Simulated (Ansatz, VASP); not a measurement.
Zr3Si2F: VASP beside Ansatz

Contents of INCAR:

```
SYSTEM = Zr3Si2F
PREC = Accurate ; ENCUT = 600
EDIFF = 1E-6 ; ISMEAR = 0
SIGMA = 0.1 ; LREAL = .FALSE.
LASPH = .TRUE. ; NELM = 100
ALGO = Normal ; ISIF = 3
LWAVE = .FALSE. ; LCHARG = .FALSE.
GGA = PE ; IBRION = 2
NSW = 100 ; EDIFFG = -0.01
```

KPOINTS

```
Automatic mesh
0
G
  6 6 10
  0 0 0
```

Contents of POSCAR:

```
Zr3Si2F
1.0
    6.6430350174      0.0000000000      0.0000000000
   -3.3215175087      5.7530370833      0.0000000000
    0.0000000000      0.0000000000      3.7181784621
Zr Si F
3 2 1
Direct
    0.0000000000      0.5000000000      0.5000000000
    0.5000000000      0.5000000000      0.5000000000
    0.5000000000      0.0000000000      0.5000000000
    0.6666666667      0.3333333333      0.0000000000
    0.3333333333      0.6666666667      0.0000000000
    0.0000000000      0.0000000000      0.0000000000
```

Input for Ansatz:

```yaml
crystal:
  lattice:
    - [6.6430350174, 0.0, 0.0]
    - [-3.3215175087, 5.7530370833, 0.0]
    - [0.0, 0.0, 3.7181784621]
  atoms:
    - { symbol: Zr, position: [0.0, 0.5, 0.5] }
    - { symbol: Zr, position: [0.5, 0.5, 0.5] }
    - { symbol: Zr, position: [0.5, 0.0, 0.5] }
    - { symbol: Si, position: [0.6666666667, 0.3333333333, 0.0] }
    - { symbol: Si, position: [0.3333333333, 0.6666666667, 0.0] }
    - { symbol: F, position: [0.0, 0.0, 0.0] }
basis:
  ecutwfc: 420
kpoints:
  mp_grid: { grid: [6, 6, 10] }
hamiltonian:
  xc: pbe
scf:
  occupations: { method: gaussian, width: 0.1 }
output:
  forces: true
  stress: true
  eigenvalues: true
  write_density: true
  write_potential: true
  elf: true
  volumetric_format: npy
relax:
  adjacent_minimum: "off"
  f_tol: 0.01
  max_steps: 80
  cell: { stress_tol: 0.05 }
```

Change from the starting cell: species swapped into the LaGa2Rh3 type (P6/mmm, No. 191).

Alike in both runs: task relaxation of cell and atoms; functional PBE; k mesh 6 × 6 × 10; occupations gaussian, width 0.1 eV; no spin polarisation.

|  | VASP | Ansatz |
| --- | --- | --- |
| version | VASP 6.6.1 | Ansatz 0.2.0 |
| potentials or method | VASP PAW PBE potentials, release 64 (Zr_sv, Si, F), cutoff 600 eV | scalar-relativistic, plane waves, PAW |
| valence electrons in the cell | 51 | 51 |

|  | VASP | Ansatz | Ansatz less VASP |
| --- | --- | --- | --- |
| gap on the k mesh at the Fermi level, each at its own relaxed structure (eV) | none | none | - |
| relaxed volume (Å³/atom) | 23.68 | 23.70 | +0.017 |
| relaxed length of the cell vector where the two differ most in proportion (Å) | 6.645 | 6.649 | +0.0042 |

A gap of «none» marks a metal or a gap that the smearing closes.
